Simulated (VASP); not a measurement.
# W (P6_3/mmc) in VASP: a series of runs, part 2 of 2

VASP 6.6.1. The steps go on from the part before.

## Step 3: Single point, revPBE (volume scaled by 0.92)

Input file INCAR:

```
SYSTEM = W
  PREC = Accurate
  ENCUT = 520
  EDIFF = 1E-6
  ISMEAR = -1
  SIGMA = 0.1
  LREAL = .FALSE.
  LASPH = .TRUE.
  NELM = 60
  ALGO = Normal
  ISIF = 2
  LWAVE = .FALSE.
  LCHARG = .TRUE.
  GGA = RE
  LELF = .TRUE.
  LVHAR = .TRUE.
  NBANDS = 21
```

Input file KPOINTS:

```
regular mesh
0
G
  15 15 7
  0 0 0
```

Input file POSCAR:

```
W
1.0
    2.7087344883      0.0000000000      0.0000000000
   -1.3543672442      2.3458328790      0.0000000000
    0.0000000000      0.0000000000      4.8308950397
W
2
Direct
    0.3333333333      0.6666666667      0.2500000000
    0.6666666667      0.3333333333      0.7500000000
```

Potentials or basis: VASP PAW PBE potentials, release 64 (W_sv).

Command:

```sh
$ cat potpaw_PBE.64/W_sv/POTCAR > POTCAR
$ mpirun -np 1 vasp_std > vasp.out
```

OUTCAR:

```text
SYSTEM = W
   PREC = Accurate
   ENCUT = 520
   EDIFF = 1E-6
   ISMEAR = -1
   LREAL = .FALSE.
   LASPH = .TRUE.
   NELM = 60
   ISIF = 2
   GGA = RE

 ion  position               nearest neighbor table
   1  0.333  0.667  0.250-   2 2.88   2 2.88   2 2.88   2 2.88   2 2.88   2 2.88
   2  0.667  0.333  0.750-   1 2.88   1 2.88   1 2.88   1 2.88   1 2.88   1 2.88

  LATTYP: Found a hexagonal cell.
 ALAT       =     2.7087344883
 C/A-ratio  =     1.7834509290

  Lattice vectors:

 A1 = (   2.7087344883,   0.0000000000,   0.0000000000)
 A2 = (  -1.3543672442,   2.3458328790,   0.0000000000)
 A3 = (   0.0000000000,   0.0000000000,   4.8308950397)

Analysis of symmetry for initial positions (statically):
=====================================================================
 Subroutine PRICEL returns:
 Original cell was already a primitive cell.

 Routine SETGRP: Setting up the symmetry group for a
 hexagonal supercell.

 Subroutine GETGRP returns: Found 24 space group operations
 (whereof 12 operations were pure point group operations)
 out of a pool of 24 trial point group operations.

The static configuration has the point symmetry D_3d.
 The point group associated with its full space group is D_6h.

Analysis of symmetry for dynamics (positions and initial velocities):
=====================================================================
 Subroutine PRICEL returns:
 Original cell was already a primitive cell.

 Routine SETGRP: Setting up the symmetry group for a
 hexagonal supercell.

 Subroutine GETGRP returns: Found 24 space group operations
 (whereof 12 operations were pure point group operations)
 out of a pool of 24 trial point group operations.

The dynamic configuration has the point symmetry D_3d.
 The point group associated with its full space group is D_6h.

 Subroutine INISYM returns: Found 24 space group operations
 (whereof 12 operations are pure point group operations),
 and found     1 'primitive' translations
[... 103 lines left out ...]
   POTIM  = 0.5000    time-step for ionic-motion
   TEBEG  =    0.0;   TEEND  =   0.0 temperature during run
   PSTRESS=    0.0 pullay stress
   NELECT =      28.0000    total number of electrons
   NUPDOWN=      -1.0000    fix difference up-down
   EMIN   =  10.00;   EMAX   =-10.00  energy-range for DOS
   EFERMI =   0.00;   METHOD = LEGACY
   ISMEAR =    -1;   SIGMA  =   0.10  broadening in eV -4-tet -1-fermi 0-gaus
   EFERMI_NEDOS =   21; number of points for ismear=-14 and -15
   IALGO  =     38    algorithm
   IMIX   =      4    mixing-type and parameters
     AMIX     =   0.40;   BMIX     =  1.00
     AMIX_MAG =   1.60;   BMIX_MAG =  1.00
  volume/ion in A,a.u.               =      15.35       103.58
  Fermi-wavevector in a.u.,A,eV,Ry     =   1.587683  3.000286 34.296715  2.520737
  Thomas-Fermi vector in A             =   2.686803
   LORBIT       =      0    0 simple, 1 ext, 2 COOP (PROOUT), +10 PAW based schemes
   GGA     = RE    functional components
   LHFCALC =     F    Hartree Fock is set to
   AEXX    =    0.0000 exact exchange contribution
   IVDW    =     0    specifies the selected vdW correction
   LEPSILON=     F    determine dielectric tensor
   LRPA    =     F    only Hartree local field effects (RPA)
 non-spin polarized calculation
  energy-cutoff  :      520.00
  volume of cell :       30.70
 maximum number of plane-waves:       843
   NGX = 11   NGY = 11   NGZ = 17

 number of electron      27.9999996 magnetization

 Free energy of the ion-electron system (eV)
  ---------------------------------------------------
  ext. energy  EPLUGINS =         0.00000000
  ---------------------------------------------------
  free energy    TOTEN  =       -23.84019906 eV

  energy without entropy =      -23.77351805  energy(sigma->0) =      -23.80685856

 E-fermi :  11.6186     XC(G=0): -13.7680

 val. band max:       11.6141442144   @ k =   0.3333   0.0000   0.2857
 cond. band min:      11.6189506990   @ k =   0.0667   0.0000   0.2857
 fundamental gap:      0.0048064845
 Fermi energy:        11.6185795377

 k-point     1 :       0.0000    0.0000    0.0000
  band No.  band energies     occupation
      1     -62.0762      2.00000
      2     -61.9793      2.00000
      3     -26.9571      2.00000
      4     -25.8079      2.00000
      5     -25.5983      2.00000
      6     -25.5983      2.00000
[... 565 lines left out ...]
     20      20.6199      0.00000
     21      21.4873      0.00000

 [... further k-points ...]
[... 5 lines left out ...]
  --------------------------------------------------------------------------------------
  -------------------------------------------------------------------------------------
  Total        5.7004677      5.7004677      4.5405620     -0.0000000      0.0000000      0.0000000
  in kB      297.5294550    297.5294550    236.9894911     -0.0000000      0.0000000      0.0000000
  external PRESSURE =     277.3494670 kB  Pullay stress =       0.0000000 kB

 VOLUME and BASIS-vectors are now :
 -----------------------------------------------------------------------------
  energy-cutoff  :      520.00
  volume of cell :       30.70
      direct lattice vectors                 reciprocal lattice vectors
     2.708734488  0.000000000  0.000000000     0.369176087  0.213143913  0.000000000
    -1.354367244  2.345832879  0.000000000     0.000000000  0.426287827  0.000000000
     0.000000000  0.000000000  4.830895040     0.000000000  0.000000000  0.207000978

 POSITION                                       TOTAL-FORCE (eV/Angst)
 -----------------------------------------------------------------------------------
     -0.00000      1.56389      1.20772         0.000000     -0.000000      0.000000
      1.35437      0.78194      3.62317        -0.000000      0.000000      0.000000
 -----------------------------------------------------------------------------------
    total drift:                               -0.000000      0.000000     -0.000000

  FREE ENERGIE OF THE ION-ELECTRON SYSTEM (eV)
  ---------------------------------------------------
  free  energy   TOTEN  =       -23.8401990617 eV

  energy  without entropy=      -23.7735180540  energy(sigma->0) =      -23.80685856
```

It took 56 s on 1 thread of Intel Xeon Platinum 8259CL at 2.50GHz (Skylake/Cascade Lake), shared host; peak memory 0.17 GiB.

What came out:

* Free energy: -23.8402 eV
* Pressure: 27.7 GPa
* Band gap on the k mesh: zero (band 14 reaches 12.91 eV, above the bottom of band 15 at 11.19 eV)

Levels at points of the mesh, in eV from the Fermi level:
```csv
k point,band 11,band 12,band 13,band 14,band 15,band 16,band 17,band 18
"(0.00, 0.00, 0.00)",-1.91,-0.53,-0.53,-0.19,0.11,0.11,2.17,2.17
```

Caveat: the cell differs from its parent crystal (volume scaled by 0.92); the PAW data sets were made with another functional, which shifts forces and pressure a little; spin-orbit coupling is left out, which moves the levels of the heavy elements.

## Step 4: Single point, revPBE (volume scaled by 0.96)

Input file INCAR:

```
  PREC = Accurate
  ENCUT = 520
  EDIFF = 1E-7
  ISMEAR = -1
  SIGMA = 0.1
  LREAL = False
  LASPH = True
  NELM = 60
  ALGO = Normal
  ISIF = 2
  LWAVE = False
  LCHARG = False
  GGA = RE
  NBANDS = 21
```

Input file KPOINTS:

```
regular mesh
0
Gamma
  15 15 7
```

Input file POSCAR:

```
W
1.0
    2.7474359240      0.0000000000      0.0000000000
   -1.3737179620      2.3793493055      0.0000000000
    0.0000000000      0.0000000000      4.8999171512
W
2
Direct
    0.3333333333      0.6666666667      0.2500000000
    0.6666666667      0.3333333333      0.7500000000
```

Command:

```sh
$ cat potpaw_PBE.64/W_sv/POTCAR > POTCAR
$ mpirun -np 1 vasp_std > vasp.out
```

Wall time 43 s (1 thread of Intel Xeon Platinum 8259CL at 2.50GHz (Skylake/Cascade Lake), shared host); peak memory 0.18 GiB.

It converged, with:

```yaml
Free_energy: -24.0079 eV
Pressure: 12.8 GPa
Band_gap_on_the_k_mesh: zero (band 14 reaches 12.26 eV, above the bottom of band 15 at 10.61 eV)
```

Stress tensor (GPa, compression positive):
```
13.76  0.00  0.00
 0.00 13.76  0.00
 0.00  0.00 10.76
```

Levels at points of the mesh, in eV from the Fermi level:
| k point | band 12 | band 13 | band 14 | band 15 | band 16 | band 17 |
| --- | --- | --- | --- | --- | --- | --- |
| (0.00, 0.00, 0.00) | -0.46 | -0.46 | -0.29 | 0.13 | 0.13 | 2.08 |

Caveat: the cell differs from its parent crystal (volume scaled by 0.96); the PAW data sets were made with another functional, which shifts forces and pressure a little; spin-orbit coupling is left out, which moves the levels of the heavy elements.

## Step 5: Single point, revPBE

This run uses another cell than the first one, of 16.68 Å³/atom, 1.136 times its volume.

Input file INCAR:

```
SYSTEM = W
ALGO     = Normal         ! electronic algorithm
EDIFF    = 1E-7           ! SCF threshold, eV
ENCUT    = 520            ! plane-wave cutoff, eV
GGA      = RE             ! functional
ISIF     = 2              ! what is computed and relaxed
ISMEAR   = -1             ! smearing method
LASPH    = .TRUE.         ! aspherical terms in the spheres
LCHARG   = .FALSE.        ! write CHGCAR
LREAL    = .FALSE.        ! projectors in reciprocal space
LWAVE    = .FALSE.        ! write WAVECAR
NBANDS   = 21             ! bands
NELM     = 100            ! most SCF steps
PREC     = Accurate       ! precision mode
SIGMA    = 0.1            ! smearing width, eV
```

Input file KPOINTS:

```
k-points
0
G
  15 15 7
  0 0 0
```

Input file POSCAR:

```
W
1.0
    2.7850767100      0.0000000000      0.0000000000
   -1.3925383550      2.4119471823      0.0000000000
    0.0000000000      0.0000000000      4.9670476459
W
2
Direct
    0.3333333333      0.6666666667      0.2500000000
    0.6666666667      0.3333333333      0.7500000000
```

Command:

```sh
$ cat potpaw_PBE.64/W_sv/POTCAR > POTCAR
$ mpirun -np 1 vasp_std > vasp.out
```

It took 62 s on 1 thread of Intel Xeon Platinum 8259CL at 2.50GHz (Skylake/Cascade Lake), shared host; peak memory 0.2 GiB.

Results (log left out):

- Free energy: -24.0620 eV
- Pressure: 0.5 GPa
- Band gap on the k mesh: zero (band 14 reaches 11.65 eV, above the bottom of band 15 at 10.07 eV)

Stress tensor (GPa, compression positive):
```
0.63 0.00 0.00
0.00 0.63 0.00
0.00 0.00 0.15
```

Levels at points of the mesh, in eV from the Fermi level:
```csv
k point,band 11,band 12,band 13,band 14,band 15,band 16,band 17,band 18
"(0.00, 0.00, 0.00)",-1.67,-0.41,-0.41,-0.37,0.15,0.15,1.99,1.99
```

Caveat: the PAW data sets were made with another functional, which shifts forces and pressure a little; spin-orbit coupling is left out, which moves the levels of the heavy elements.

## Step 6: Single point, revPBE (volume scaled by 1.04)

Input file INCAR:

```
SYSTEM = W
PREC = Accurate
ENCUT = 520
EDIFF = 1E-6
ISMEAR = -1
SIGMA = 0.1
LREAL = .False.
LASPH = .True.
NELM = 80
ALGO = Normal
ISIF = 2
LWAVE = .False.
LCHARG = .False.
GGA = RE
NBANDS = 21
```

Input file KPOINTS:

```
Automatic mesh
0
Gamma
  15 15 7
  0 0 0
```

Input file POSCAR:

```
W
1.0
    2.8217266591      0.0000000000      0.0000000000
   -1.4108633296      2.4436869693      0.0000000000
    0.0000000000      0.0000000000      5.0324110316
W
2
Direct
    0.3333333333      0.6666666667      0.2500000000
    0.6666666667      0.3333333333      0.7500000000
```

Potentials or basis: VASP PAW PBE potentials, release 64 (W_sv).

Command:

```sh
$ cat potpaw_PBE.64/W_sv/POTCAR > POTCAR
$ mpirun -np 1 vasp_std > vasp.out
```

Wall time 62 s (1 thread of Intel Xeon Platinum 8259CL at 2.50GHz (Skylake/Cascade Lake), shared host); peak memory 0.2 GiB.

Results (log left out):

```yaml
Free_energy: -24.0234 eV
Pressure: -9.6 GPa
Band_gap_on_the_k_mesh: zero (band 14 reaches 11.08 eV, above the bottom of band 15 at 9.56 eV)
```

Stress tensor (GPa, compression positive):
```
-10.14   0.00   0.00
  0.00 -10.14   0.00
  0.00   0.00  -8.54
```

Levels at points of the mesh, in eV from the Fermi level:
```csv
k point,band 12,band 13,band 14,band 15,band 16,band 17
"(0.00, 0.00, 0.00)",-0.42,-0.36,-0.36,0.16,0.16,1.91
```

Caveat: the cell differs from its parent crystal (volume scaled by 1.04); the PAW data sets were made with another functional, which shifts forces and pressure a little; spin-orbit coupling is left out, which moves the levels of the heavy elements.

## Step 7: Overview

| cell | gap on the mesh (eV) | pressure (GPa) |
| --- | --- | --- |
| a = 2.669, b = 2.669, c = 4.760 Å, angles 90.0, 90.0, 120.0°, 2 atoms | none | 46.2 |
| a = 2.709, b = 2.709, c = 4.831 Å, angles 90.0, 90.0, 120.0°, 2 atoms | none | 27.7 |
| a = 2.747, b = 2.747, c = 4.900 Å, angles 90.0, 90.0, 120.0°, 2 atoms | none | 12.8 |
| a = 2.785, b = 2.785, c = 4.967 Å, angles 90.0, 90.0, 120.0°, 2 atoms | none | 0.5 |
| a = 2.822, b = 2.822, c = 5.032 Å, angles 90.0, 90.0, 120.0°, 2 atoms | none | -9.6 |

Alike in all rows: task single point; level revPBE; potentials or basis VASP PAW PBE potentials, release 64 (W_sv); no spin polarisation; k mesh 15 × 15 × 7; cutoff (eV) 520; smearing fermi-dirac 0.1 eV.

Caveats: the PAW data sets were made with another functional, which shifts forces and pressure a little; spin-orbit coupling is left out, which moves the levels of the heavy elements.

Absolute energies hang on the potentials; compare differences alone.
